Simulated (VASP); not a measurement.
NbTe, 2 atoms in the cell. It takes space group P-6m2 (No. 187, hexagonal). Conventional cell: a = 3.752 Å, b = 3.752 Å, c = 3.743 Å, α = 90.00°, β = 90.00°, γ = 120.00°. Te (site symmetry -6m2) has 6 Nb at 2.86 Å and 8 Te at 3.74 to 3.75 Å within 3.8 Å. Nb (site symmetry -6m2) has 6 Te at 2.86 Å and 8 Nb at 3.74 to 3.75 Å within 3.8 Å. 

| Quantity | Value |
| --- | --- |
| Program | VASP 6.6.1 |
| Task | single point |
| Functional | HSE06 |
| Potentials or basis | VASP PAW PBE potentials, release 64 (Te, Nb_sv) |
| Cutoff | 520 eV |
| k mesh | 6 × 6 × 4 |
| Occupations | fermi-dirac, width 0.05 eV |
| Spin | no spin polarisation |
| Dipole correction | no |
| Grid for exact exchange (PRECFOCK) | Normal |
| Further INCAR settings | ALGO = Normal; EDIFF = 1e-06; NBANDS = 16 |
| Share of exact exchange | 0.25 |
| Screening parameter | 0.2079 1/Å |

Potentials or basis: VASP PAW PBE potentials, release 64 (Te, Nb_sv).

Launch:

```sh
$ cat potpaw_PBE.64/Te/POTCAR potpaw_PBE.64/Nb_sv/POTCAR > POTCAR
$ cp INCAR.step1 INCAR
$ mpirun -np 1 vasp_std > vasp.out
$ cp INCAR.step2 INCAR
$ mpirun -np 1 vasp_std > vasp.out
```

Hardware: 1 thread of Intel Xeon 8259CL (shared host).

Question: Estimate the wall time of this run.

Answer: It took 83 min on 1 thread of Intel Xeon 8259CL, with other jobs on the host, peak memory 0.3 GiB. Counts: k points 21.
